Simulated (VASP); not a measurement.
# NiO (Fm-3m) in VASP: single point with LDA+U

Aim: the single point of NiO with LDA+U.

Everything below comes from runs of VASP 6.6.1. Logs are shortened: lines on timing, memory, paths and dates and some standing lists are left out, and cuts for length are marked.

### Step 1. The cell of the first run

It takes space group Fm-3m (No. 225, cubic). Conventional cell: a = 4.183 Å, b = 4.183 Å, c = 4.183 Å, α = 90.00°, β = 90.00°, γ = 90.00°. Ni (site symmetry m-3m) has 6 O at 2.09 Å within 2.8 Å. O (site symmetry m-3m) has 6 Ni at 2.09 Å within 2.8 Å.

### Step 2. Single point, LDA+U

The input, INCAR:

```
SYSTEM = NiO
ALGO = Normal
EDIFF = 1E-6
ENCUT = 520
GGA = CA
ISIF = 2
ISMEAR = 0
LASPH = .True.
LCHARG = .False.
LDAU = .True.
LDAUJ = 0 0
LDAUL = 2 -1
LDAUPRINT = 1
LDAUTYPE = 2
LDAUU = 4.2 0
LMAXMIX = 4
LREAL = .False.
LWAVE = .False.
NBANDS = 15
NELM = 150
PREC = Accurate
SIGMA = 0.05
```

The input, KPOINTS:

```
k-points
0
Gamma
  12 12 12
  0 0 0
```

The input, POSCAR:

```
NiO
1.0
    0.0000000000      2.0913095126      2.0913095126
    2.0913095126      0.0000000000      2.0913095126
    2.0913095126      2.0913095126      0.0000000000
Ni O
1 1
Direct
    0.0000000000      0.0000000000      0.0000000000
    0.5000000000      0.5000000000      0.5000000000
```

Potentials or basis: VASP PAW LDA potentials, release 64 (Ni, O).

On the command line:

```sh
$ cat potpaw_LDA.64/Ni/POTCAR potpaw_LDA.64/O/POTCAR > POTCAR
$ mpirun -np 1 vasp_std > vasp.out
```

OUTCAR:

```text
SYSTEM = NiO
   EDIFF = 1E-6
   ENCUT = 520
   GGA = CA
   ISIF = 2
   ISMEAR = 0
   LASPH = .True.
   LREAL = .False.
   NELM = 150
   PREC = Accurate

 ion  position               nearest neighbor table
   1  0.000  0.000  0.000-   2 2.09   2 2.09   2 2.09   2 2.09   2 2.09   2 2.09
   2  0.500  0.500  0.500-   1 2.09   1 2.09   1 2.09   1 2.09   1 2.09   1 2.09

  LATTYP: Found a face centered cubic cell.
 ALAT       =     4.1826190252

  Lattice vectors:

 A1 = (   0.0000000000,   2.0913095126,   2.0913095126)
 A2 = (   2.0913095126,   0.0000000000,   2.0913095126)
 A3 = (   2.0913095126,   2.0913095126,   0.0000000000)

Analysis of symmetry for initial positions (statically):
=====================================================================
 Subroutine PRICEL returns:
 Original cell was already a primitive cell.

 Routine SETGRP: Setting up the symmetry group for a
 face centered cubic supercell.

 Subroutine GETGRP returns: Found 48 space group operations
 (whereof 48 operations were pure point group operations)
 out of a pool of 48 trial point group operations.

The static configuration has the point symmetry O_h .

Analysis of symmetry for dynamics (positions and initial velocities):
=====================================================================
 Subroutine PRICEL returns:
 Original cell was already a primitive cell.

 Routine SETGRP: Setting up the symmetry group for a
 face centered cubic supercell.

 Subroutine GETGRP returns: Found 48 space group operations
 (whereof 48 operations were pure point group operations)
 out of a pool of 48 trial point group operations.

The dynamic configuration has the point symmetry O_h .

 Subroutine INISYM returns: Found 48 space group operations
 (whereof 48 operations are pure point group operations),
 and found     1 'primitive' translations

----------------------------------------------------------------------------------------

                                     Primitive cell
[... 150 lines left out ...]
  0.0000  0.0000  0.6732  0.0000 -0.0000
 -0.0000 -0.0000  0.0000  0.9686 -0.0000
  0.0000  0.0000 -0.0000 -0.0000  0.6732

 occupancies and eigenvectors

  o =  0.6732  v =  0.0000  0.0000  0.9992  0.0000  0.0411  0.0000  0.0000  0.0000  0.0000  0.0000      0.0000  0.0000  0.0000  0.0000  0.0000  0.0000  0.0000  0.0000  0.0000  0.0000
  o =  0.6732  v =  0.0000  0.0000  0.0000  0.0000  0.0000  0.0000  0.0000  0.9992  0.0000  0.0411      0.0000  0.0000  0.0000  0.0000  0.0000  0.0000  0.0000  0.0000  0.0000  0.0000
  o =  0.6732  v =  0.0000  0.0000  0.0000  0.0000  0.0000  0.0000  0.0000  0.0411 -0.0000 -0.9992      0.0000  0.0000  0.0000  0.0000  0.0000  0.0000  0.0000  0.0000  0.0000  0.0000
  o =  0.6732  v =  0.0000  0.0000  0.0411 -0.0000 -0.9992  0.0000  0.0000  0.0000  0.0000  0.0000      0.0000  0.0000  0.0000  0.0000  0.0000  0.0000  0.0000  0.0000  0.0000  0.0000
  o =  0.9686  v =  0.0000  0.9021 -0.0000 -0.4315  0.0000  0.0000  0.0000  0.0000  0.0000  0.0000      0.0000  0.0000  0.0000  0.0000  0.0000  0.0000  0.0000  0.0000  0.0000  0.0000
  o =  0.9686  v =  0.0000  0.0000  0.0000  0.0000  0.0000  0.0000  0.9021 -0.0000 -0.4315  0.0000      0.0000  0.0000  0.0000  0.0000  0.0000  0.0000  0.0000  0.0000  0.0000  0.0000
  o =  0.9686  v =  1.0000  0.0000  0.0000  0.0000  0.0000  0.0000  0.0000  0.0000  0.0000  0.0000      0.0000  0.0000  0.0000  0.0000  0.0000  0.0000  0.0000  0.0000  0.0000  0.0000
  o =  0.9686  v =  0.0000 -0.4315  0.0000 -0.9021  0.0000  0.0000  0.0000  0.0000  0.0000  0.0000      0.0000  0.0000  0.0000  0.0000  0.0000  0.0000  0.0000  0.0000  0.0000  0.0000
  o =  0.9686  v =  0.0000  0.0000  0.0000  0.0000  0.0000  0.0000 -0.4315  0.0000 -0.9021  0.0000      0.0000  0.0000  0.0000  0.0000  0.0000  0.0000  0.0000  0.0000  0.0000  0.0000
  o =  0.9686  v =  0.0000  0.0000  0.0000  0.0000  0.0000  1.0000  0.0000  0.0000  0.0000  0.0000      0.0000  0.0000  0.0000  0.0000  0.0000  0.0000  0.0000  0.0000  0.0000  0.0000

 number of electron      16.0000005 magnetization

 Free energy of the ion-electron system (eV)
  ---------------------------------------------------
  ext. energy  EPLUGINS =         0.00000000
  ---------------------------------------------------
  free energy    TOTEN  =       -10.92529354 eV

  energy without entropy =      -10.92365837  energy(sigma->0) =      -10.92447596

 E-fermi :   7.0643     XC(G=0): -13.1225

 val. band max:        7.0534272256   @ k =   0.2500   0.1667   0.0833
 cond. band min:       7.0987739960   @ k =  -0.2500   0.5000   0.2500
 fundamental gap:      0.0453467704
 Fermi energy:         7.0642876162

 k-point     1 :       0.0000    0.0000    0.0000
  band No.  band energies     occupation
      1     -12.7960      2.00000
      2       4.0578      2.00000
      3       4.0578      2.00000
      4       4.0578      2.00000
      5       4.2136      2.00000
      6       4.2136      2.00000
      7       4.2136      2.00000
      8       5.3988      2.00000
      9       5.3988      2.00000
     10       9.0965      0.00000
     11      25.1884      0.00000
     12      25.2313      0.00000
     13      25.2313      0.00000
     14      25.2313      0.00000
[... 401 lines left out ...]
      2      -0.5485      2.00000
      3       1.4607      2.00000
      4       1.7693      2.00000
      5       4.8825      2.00000
      6       4.9030      2.00000
      7       5.3530      2.00000
      8       7.3921      0.00000
      9       8.1343      0.00000
     10      14.4315      0.00000
     11      16.9454      0.00000
     12      19.5266      0.00000
     13      22.1004      0.00000
     14      29.0480      0.00000
     15      30.8857      0.00000

 [... further k-points ...]
[... 5 lines left out ...]
  --------------------------------------------------------------------------------------
  -------------------------------------------------------------------------------------
  Total       -3.1025178     -3.1025178     -3.1025178     -0.0000000      0.0000000      0.0000000
  in kB     -271.7314608   -271.7314608   -271.7314608     -0.0000000      0.0000000      0.0000000
  external PRESSURE =    -271.7314608 kB  Pullay stress =       0.0000000 kB

 VOLUME and BASIS-vectors are now :
 -----------------------------------------------------------------------------
  energy-cutoff  :      520.00
  volume of cell :       18.29
      direct lattice vectors                 reciprocal lattice vectors
     0.000000000  2.091309513  2.091309513    -0.239084649  0.239084649  0.239084649
     2.091309513  0.000000000  2.091309513     0.239084649 -0.239084649  0.239084649
     2.091309513  2.091309513  0.000000000     0.239084649  0.239084649 -0.239084649

 POSITION                                       TOTAL-FORCE (eV/Angst)
 -----------------------------------------------------------------------------------
      0.00000      0.00000      0.00000         0.000000     -0.000000     -0.000000
      2.09131      2.09131      2.09131        -0.000000      0.000000      0.000000
 -----------------------------------------------------------------------------------
    total drift:                                0.000000     -0.000000     -0.000000

  FREE ENERGIE OF THE ION-ELECTRON SYSTEM (eV)
  ---------------------------------------------------
  free  energy   TOTEN  =       -10.9252935435 eV

  energy  without entropy=      -10.9236583712  energy(sigma->0) =      -10.92447596
```

OSZICAR:

```text
N       E                     dE             d eps       ncg     rms          rms(c)
DAV:   1     0.794430336490E+02    0.79443E+02   -0.78334E+03  2280   0.139E+03
DAV:   2    -0.743940166804E+01   -0.86882E+02   -0.76651E+02  2363   0.260E+02
DAV:   3    -0.120059275945E+02   -0.45665E+01   -0.44214E+01  2482   0.648E+01
DAV:   4    -0.120450329860E+02   -0.39105E-01   -0.39086E-01  2601   0.593E+00
DAV:   5    -0.120457679352E+02   -0.73495E-03   -0.73494E-03  2658   0.824E-01    0.125E+01
DAV:   6    -0.120309059944E+02    0.14862E-01   -0.89048E+00  2280   0.638E+01    0.130E+01
DAV:   7    -0.108934947923E+02    0.11374E+01   -0.44360E+00  2349   0.538E+01    0.489E+00
DAV:   8    -0.109172568394E+02   -0.23762E-01   -0.25609E-01  2532   0.110E+01    0.140E+00
DAV:   9    -0.109251805740E+02   -0.79237E-02   -0.31141E-02  2426   0.199E+00    0.192E-01
DAV:  10    -0.109253131099E+02   -0.13254E-03   -0.33466E-03  2715   0.120E+00    0.119E-01
DAV:  11    -0.109252899512E+02    0.23159E-04   -0.41432E-04  2736   0.532E-01    0.597E-03
DAV:  12    -0.109252935041E+02   -0.35529E-05   -0.35352E-05  2594   0.580E-02    0.241E-03
DAV:  13    -0.109252935435E+02   -0.39405E-07   -0.25989E-07  1731   0.534E-03
   1 F= -.10925294E+02 E0= -.10924476E+02  d E =-.163517E-02
```

stdout:

```text
POSCAR found type information on POSCAR NiO
 POSCAR found :  2 types and       2 ions
 scaLAPACK will be used
 LDA part: xc-table for (Slater(with rela. corr.)+CA(PZ))
 , standard interpolation
 POSCAR, INCAR and KPOINTS ok, starting setup
 FFT: planning ... GRIDC
 FFT: planning ... GRID_SOFT
 FFT: planning ... GRID
 WAVECAR not read
 entering main loop
```

Wall time 13 s (1 thread of AMD EPYC 9R45 (Zen 5), shared host); peak memory 0.11 GiB.

Results:

| Property | Result |
| --- | --- |
| Free energy | -10.9253 eV |
| Pressure | -27.2 GPa |
| Band gap on the k mesh | zero (band 8 reaches 8.34 eV, above the bottom of band 9 at 5.40 eV) |

Levels at points of the mesh, in eV from the Fermi level:
| k point | band 6 | band 7 | band 8 | band 9 | band 10 | band 11 |
| --- | --- | --- | --- | --- | --- | --- |
| (0.00, 0.00, 0.00) | -2.85 | -2.85 | -1.67 | -1.67 | 2.03 | 18.12 |
| (0.50, 0.00, 0.00) | -2.12 | -1.64 | 1.28 | 1.28 | 5.98 | 10.17 |
| (0.50, 0.50, 0.00) | -1.96 | -1.96 | -1.27 | -0.71 | 6.71 | 10.73 |

Eigenvalues of the final occupation matrices:
```
    site  spin  trace               eigenvalues
site 1 d     1   4.25  0.67 0.67 0.97 0.97 0.97
site 1 d     2   4.25  0.67 0.67 0.97 0.97 0.97
```

Caveat: the run has no spin polarisation, though such a crystal can be magnetic; U without spin polarisation on a metal has little footing.
